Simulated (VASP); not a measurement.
# Rh (Fm-3m) in VASP: notebook

Rh is run at these levels: PBEsol; tasks: single point.

Everything below comes from runs of VASP 6.6.1. Logs are shortened: lines on timing, memory, paths and dates and some standing lists are left out, and cuts for length are marked.

### Step 1. The cell of the first run

It takes space group Fm-3m (No. 225, cubic). Conventional cell: a = 3.388 Å, b = 3.388 Å, c = 3.388 Å, α = 90.00°, β = 90.00°, γ = 90.00°. Within 3.2 Å of Rh (site symmetry m-3m) lie 12 Rh at 2.40 Å.

### Step 2. Single point, PBEsol (volume scaled by 0.72)

The input, INCAR:

```
PREC = Accurate
ENCUT = 520
EDIFF = 1E-7
ISMEAR = -1
SIGMA = 0.05
LREAL = F
LASPH = T
NELM = 80
ALGO = Normal
ISIF = 2
LWAVE = F
LCHARG = F
GGA = PS
NBANDS = 14
```

The input, KPOINTS:

```
Automatic mesh
0
Gamma
  17 17 17
```

The input, POSCAR:

```
Rh
1.0
    0.0000000000      1.6939703119      1.6939703119
    1.6939703119      0.0000000000      1.6939703119
    1.6939703119      1.6939703119      0.0000000000
Rh
1
Direct
    0.0000000000      0.0000000000      0.0000000000
```

Potentials or basis: VASP PAW PBE potentials, release 64 (Rh_pv).

Started as:

```
> cat potpaw_PBE.64/Rh_pv/POTCAR > POTCAR
> mpirun -np 1 vasp_std > vasp.out
```

OUTCAR:

```text
PREC = Accurate
   ENCUT = 520
   EDIFF = 1E-7
   ISMEAR = -1
   LREAL = F
   LASPH = T
   NELM = 80
   ISIF = 2
   GGA = PS

 ion  position               nearest neighbor table
   1  0.000  0.000  0.000-

  LATTYP: Found a face centered cubic cell.
 ALAT       =     3.3879406238

  Lattice vectors:

 A1 = (   0.0000000000,   1.6939703119,   1.6939703119)
 A2 = (   1.6939703119,   0.0000000000,   1.6939703119)
 A3 = (   1.6939703119,   1.6939703119,   0.0000000000)

Analysis of symmetry for initial positions (statically):
=====================================================================
 Subroutine PRICEL returns:
 Original cell was already a primitive cell.

 Routine SETGRP: Setting up the symmetry group for a
 face centered cubic supercell.

 Subroutine GETGRP returns: Found 48 space group operations
 (whereof 48 operations were pure point group operations)
 out of a pool of 48 trial point group operations.

The static configuration has the point symmetry O_h .

Analysis of symmetry for dynamics (positions and initial velocities):
=====================================================================
 Subroutine PRICEL returns:
 Original cell was already a primitive cell.

 Routine SETGRP: Setting up the symmetry group for a
 face centered cubic supercell.

 Subroutine GETGRP returns: Found 48 space group operations
 (whereof 48 operations were pure point group operations)
 out of a pool of 48 trial point group operations.

The dynamic configuration has the point symmetry O_h .

 Subroutine INISYM returns: Found 48 space group operations
 (whereof 48 operations are pure point group operations),
 and found     1 'primitive' translations

----------------------------------------------------------------------------------------

                                     Primitive cell

  volume of cell :       9.7218

  direct lattice vectors                    reciprocal lattice vectors
     0.000000000  1.693970312  1.693970312    -0.295164559  0.295164559  0.295164559
     1.693970312  0.000000000  1.693970312     0.295164559 -0.295164559  0.295164559
     1.693970312  1.693970312  0.000000000     0.295164559  0.295164559 -0.295164559

  length of vectors
     2.395635789  2.395635789  2.395635789     0.511240013  0.511240013  0.511240013

  position of ions in fractional coordinates (direct lattice)
     0.000000000  0.000000000  0.000000000

  ion indices of the primitive-cell ions
   primitive index   ion index
                 1           1

----------------------------------------------------------------------------------------

 KPOINTS: Automatic mesh

Automatic generation of k-mesh.
 Grid dimensions read from file:
 generate k-points for:   17   17   17

 Generating k-lattice:

  Cartesian coordinates                     Fractional coordinates (reciprocal lattice)
    -0.017362621  0.017362621  0.017362621     0.058823529  0.000000000  0.000000000
     0.017362621 -0.017362621  0.017362621     0.000000000  0.058823529  0.000000000
     0.017362621  0.017362621 -0.017362621     0.000000000  0.000000000  0.058823529

  Length of vectors
     0.030072942  0.030072942  0.030072942

  Shift w.r.t. Gamma in fractional coordinates (k-lattice)
     0.000000000  0.000000000  0.000000000

 Subroutine IBZKPT returns following result:
 ===========================================

 Found    165 irreducible k-points:

 Following reciprocal coordinates:
            Coordinates               Weight
  0.000000  0.000000  0.000000      1.000000
  0.058824  0.000000  0.000000      8.000000
  0.117647  0.000000  0.000000      8.000000
  0.176471  0.000000  0.000000      8.000000
  0.235294  0.000000  0.000000      8.000000
  0.294118  0.000000  0.000000      8.000000
[... 16 lines left out ...]
 -0.176471  0.058824  0.000000     24.000000
 -0.117647  0.058824  0.000000     24.000000
 [... further k-points ...]
   k-points           NKPTS =    165   k-points in BZ     NKDIM =    165   number of bands    NBANDS=     14
   number of dos      NEDOS =    301   number of ions     NIONS =      1
   total plane-waves  NPLWV =   5832
   dimension x,y,z NGX =    18 NGY =   18 NGZ =   18
   dimension x,y,z NGXF=    36 NGYF=   36 NGZF=   36
   ions per type =               1
   NGX,Y,Z   is equivalent  to a cutoff of  12.49, 12.49, 12.49 a.u.
   NGXF,Y,Z  is equivalent  to a cutoff of  24.98, 24.98, 24.98 a.u.
 SYSTEM =  unknown system
   PREC   = accura    normal or accurate (medium, high low for compatibility)
   ISTART =      0    job   : 0-new  1-cont  2-samecut
   ICHARG =      2    charge: 1-file 2-atom 10-const
   ISPIN  =      1    spin polarized calculation?
   LNONCOLLINEAR =      F non collinear calculations
   LSORBIT =      F    spin-orbit coupling
   LASPH  =      T    aspherical Exc in radial PAW
   ENCUT  =  520.0 eV  38.22 Ry    6.18 a.u.   4.45  4.45  4.45*2*pi/ulx,y,z
   NELM   =     80;   NELMIN=  2; NELMDL= -5     # of ELM steps
   EDIFF  = 0.1E-06   stopping-criterion for ELM
   LREAL  =      F    real-space projection
   EDIFFG = 0.1E-05   stopping-criterion for IOM
   NSW    =      0    number of steps for IOM
   IBRION =     -1    ionic relax: 0-MD 1-quasi-New 2-CG
   NFREE  =      0    steps in history (QN), initial steepest desc. (CG)
   ISIF   =      2    stress and relaxation
   ISYM   =      2    0-nonsym 1-usesym 2-fastsym
   POTIM  = 0.5000    time-step for ionic-motion
   TEBEG  =    0.0;   TEEND  =   0.0 temperature during run
   PSTRESS=    0.0 pullay stress
   NELECT =      15.0000    total number of electrons
   NUPDOWN=      -1.0000    fix difference up-down
   EMIN   =  10.00;   EMAX   =-10.00  energy-range for DOS
   EFERMI =   0.00;   METHOD = LEGACY
   ISMEAR =    -1;   SIGMA  =   0.05  broadening in eV -4-tet -1-fermi 0-gaus
   EFERMI_NEDOS =   21; number of points for ismear=-14 and -15
   IALGO  =     38    algorithm
   IMIX   =      4    mixing-type and parameters
     AMIX     =   0.40;   BMIX     =  1.00
     AMIX_MAG =   1.60;   BMIX_MAG =  1.00
  volume/ion in A,a.u.               =       9.72        65.61
  Fermi-wavevector in a.u.,A,eV,Ry     =   1.891717  3.574826 48.689707  3.578593
  Thomas-Fermi vector in A             =   2.932797
   LORBIT       =      0    0 simple, 1 ext, 2 COOP (PROOUT), +10 PAW based schemes
   GGA     = PS    functional components
   LHFCALC =     F    Hartree Fock is set to
   AEXX    =    0.0000 exact exchange contribution
   IVDW    =     0    specifies the selected vdW correction
   LEPSILON=     F    determine dielectric tensor
   LRPA    =     F    only Hartree local field effects (RPA)
 non-spin polarized calculation
  energy-cutoff  :      520.00
  volume of cell :        9.72
 maximum number of plane-waves:       274
 NGX is ok and might be reduce to    18
   NGX =  9   NGY =  9   NGZ =  9

 number of electron      15.0000004 magnetization

 Free energy of the ion-electron system (eV)
  ---------------------------------------------------
  ext. energy  EPLUGINS =         0.00000000
  ---------------------------------------------------
  free energy    TOTEN  =        -6.26146311 eV

  energy without entropy =       -6.25714955  energy(sigma->0) =       -6.25930633

 E-fermi :  19.4026     XC(G=0): -16.5644

 val. band max:       19.3642436540   @ k =   0.4118   0.2353   0.0588
 cond. band min:      19.4240671704   @ k =   0.3529   0.0588   0.0000
 fundamental gap:      0.0598235164
 Fermi energy:        19.4025708563

 k-point     1 :       0.0000    0.0000    0.0000
  band No.  band energies     occupation
      1     -27.5734      2.00000
      2     -27.5734      2.00000
      3     -27.5734      2.00000
      4       8.6701      2.00000
      5      14.1115      2.00000
      6      14.1115      2.00000
      7      14.1115      2.00000
      8      17.7225      2.00000
      9      17.7225      2.00000
     10      34.2800      0.00000
     11      38.8082      0.00000
     12      41.9305      0.00000
     13      41.9305      0.00000
     14      41.9305      0.00000

 k-point     2 :       0.0588    0.0000    0.0000
  band No.  band energies     occupation
      1     -27.6577      2.00000
      2     -27.5837      2.00000
      3     -27.5837      2.00000
      4       8.8718      2.00000
      5      13.9995      2.00000
      6      14.2007      2.00000
      7      14.2007      2.00000
      8      17.6565      2.00000
      9      17.6565      2.00000
     10      34.6481      0.00000
     11      38.8067      0.00000
     12      41.0760      0.00000
     13      42.2789      0.00000
     14      42.2789      0.00000

 k-point     3 :       0.1176    0.0000    0.0000
  band No.  band energies     occupation
      1     -27.8963      2.00000
      2     -27.6130      2.00000
      3     -27.6130      2.00000
      4       9.4225      2.00000
      5      13.7477      2.00000
      6      14.4292      2.00000
      7      14.4292      2.00000
      8      17.5163      2.00000
      9      17.5163      2.00000
     10      35.6408      0.00000
     11      38.7998      0.00000
     12      39.4171      0.00000
     13      43.2917      0.00000
     14      43.2917      0.00000
[... 324 lines left out ...]
 k-point    23 :      -0.1765    0.0588    0.0000
  band No.  band energies     occupation
      1     -28.4031      2.00000
      2     -27.7534      2.00000
      3     -27.6503      2.00000
      4      10.4660      2.00000
      5      13.4511      2.00000
      6      14.8139      2.00000
      7      14.8166      2.00000
      8      16.9964      2.00000
      9      18.1026      2.00000
     10      36.7503      0.00000
     11      38.3207      0.00000
     12      38.8186      0.00000
     13      44.4982      0.00000
     14      46.3808      0.00000

 k-point    24 :      -0.1176    0.0588    0.0000
  band No.  band energies     occupation
      1     -28.0386      2.00000
      2     -27.6909      2.00000
      3     -27.6096      2.00000
      4       9.8194      2.00000
      5      13.4958      2.00000
      6      14.5796      2.00000
      7      14.6745      2.00000
      8      17.0950      2.00000
      9      17.8147      2.00000
     10      36.3520      0.00000
     11      38.7451      0.00000
     12      38.9030      0.00000
     13      43.1049      0.00000
     14      44.5058      0.00000

 [... further k-points ...]

------------------------ aborting loop because EDIFF is reached ----------------------------------------

  FORCE on cell =-STRESS in cart. coord.  units (eV):
  Direction    XX          YY          ZZ          XY          YZ          ZX
  --------------------------------------------------------------------------------------
  -------------------------------------------------------------------------------------
  Total       13.3479405     13.3479405     13.3479405      0.0000000      0.0000000      0.0000000
  in kB     2199.7709565   2199.7709565   2199.7709565      0.0000000      0.0000000      0.0000000
  external PRESSURE =    2199.7709565 kB  Pullay stress =       0.0000000 kB

 VOLUME and BASIS-vectors are now :
 -----------------------------------------------------------------------------
  energy-cutoff  :      520.00
  volume of cell :        9.72
      direct lattice vectors                 reciprocal lattice vectors
     0.000000000  1.693970312  1.693970312    -0.295164559  0.295164559  0.295164559
     1.693970312  0.000000000  1.693970312     0.295164559 -0.295164559  0.295164559
     1.693970312  1.693970312  0.000000000     0.295164559  0.295164559 -0.295164559

 POSITION                                       TOTAL-FORCE (eV/Angst)
 -----------------------------------------------------------------------------------
      0.00000      0.00000      0.00000         0.000000      0.000000      0.000000
 -----------------------------------------------------------------------------------
    total drift:                                0.000000     -0.000000     -0.000000

  FREE ENERGIE OF THE ION-ELECTRON SYSTEM (eV)
  ---------------------------------------------------
  free  energy   TOTEN  =        -6.2614631129 eV

  energy  without entropy=       -6.2571495543  energy(sigma->0) =       -6.25930633
```

Wall time 31 s (1 thread of Intel Xeon 8259CL, shared host); peak memory 0.13 GiB.

What came out:

| Property | Result |
| --- | --- |
| Free energy | -6.2615 eV |
| Pressure | 220.0 GPa |

Levels at points of the mesh, in eV from the Fermi level:
| k point | band 4 | band 5 | band 6 | band 7 | band 8 | band 9 | band 10 | band 11 |
| --- | --- | --- | --- | --- | --- | --- | --- | --- |
| (0.00, 0.00, 0.00) | -10.73 | -5.29 | -5.29 | -5.29 | -1.68 | -1.68 | 14.88 | 19.41 |

Caveat: the PAW data sets were made with another functional, which shifts forces and pressure a little.

### Step 3. Single point, PBEsol (volume scaled by 0.8)

The input, INCAR:

```
ALGO     = Normal         # electronic algorithm
EDIFF    = 1E-6           # SCF threshold, eV
ENCUT    = 520            # plane-wave cutoff, eV
GGA      = PS             # functional
ISIF     = 2              # what is computed and relaxed
ISMEAR   = -1             # smearing method
LASPH    = True           # aspherical terms in the spheres
LCHARG   = False          # write CHGCAR
LREAL    = False          # projectors in reciprocal space
LWAVE    = False          # write WAVECAR
NBANDS   = 14             # bands
NELM     = 100            # most SCF steps
PREC     = Accurate       # precision mode
SIGMA    = 0.05           # smearing width, eV
```

The input, KPOINTS:

```
k-points
0
Gamma
  17 17 17
```

The input, POSCAR:

```
Rh
1.0
    0.0000000000      1.7545198724      1.7545198724
    1.7545198724      0.0000000000      1.7545198724
    1.7545198724      1.7545198724      0.0000000000
Rh
1
Direct
    0.0000000000      0.0000000000      0.0000000000
```

Potentials or basis: VASP PAW PBE potentials, release 64 (Rh_pv).

Started as:

```
> cat potpaw_PBE.64/Rh_pv/POTCAR > POTCAR
> mpirun -np 1 vasp_std > vasp.out
```

Run time: 33 s. Hardware: 1 thread of Intel Xeon 8259CL, shared host; peak memory 0.14 GiB.

Results (log left out):

```yaml
Free_energy: -7.3636 eV
Pressure: 115.4 GPa
```

Levels at points of the mesh, in eV from the Fermi level:
```
           k point  band 3  band 4  band 5  band 6  band 7  band 8  band 9  band 10  band 11  band 12
(0.00, 0.00, 0.00)  -46.77   -9.92   -4.50   -4.50   -4.50   -1.42   -1.42    15.38    19.70    22.31
```

Caveat: the PAW data sets were made with another functional, which shifts forces and pressure a little.

[end of part 1 of 2]
